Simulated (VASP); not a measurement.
Input of a VASP 6.6.1 run:

The input INCAR:

```
SYSTEM = InAu3
ALGO = Normal ; EDIFF = 1E-6
ENCUT = 500 ; GGA = CA
GGA_COMPAT = .False. ; ISIF = 2
ISMEAR = -1 ; LASPH = .True.
LCHARG = .True. ; LELF = .True.
LREAL = .False. ; LVHAR = .True.
LWAVE = .False. ; NBANDS = 31
NELM = 120 ; PREC = Accurate
SIGMA = 0.2
```

KPOINTS

```
k-points
0
Gamma
  10 10 3
  0 0 0
```

The input POSCAR:

```
InAu3
1.0
    3.1605900000      0.0000000000      0.0000000000
   -1.5802950000      2.7371512309      0.0000000000
    0.0000000000      0.0000000000      9.0575750000
In Au
1 3
Direct
    0.6666666667      0.3333333333      0.0000000000
    0.6666666667      0.3333333333      0.5000000000
    0.3333333333      0.6666666667      0.2483950000
    0.3333333333      0.6666666667      0.7516050000
```

Potentials or basis: VASP PAW LDA potentials, release 64 (In_d, Au).

Run with:

```console
$ cat potpaw_LDA.64/In_d/POTCAR potpaw_LDA.64/Au/POTCAR > POTCAR
$ mpirun -np 1 vasp_std > vasp.out
```

(1) Predict the band gap on the k mesh.

(2) What does it give for the largest force?

(3) Estimate the pressure.

Answers

(1) zero (bands 23 and 24 overlap by 3.14 eV).

(2) 0.223 eV/Å.

(3) -10.2 GPa.

Caveat: the cell stands under tension; spin-orbit coupling is left out, which moves the levels of the heavy elements.
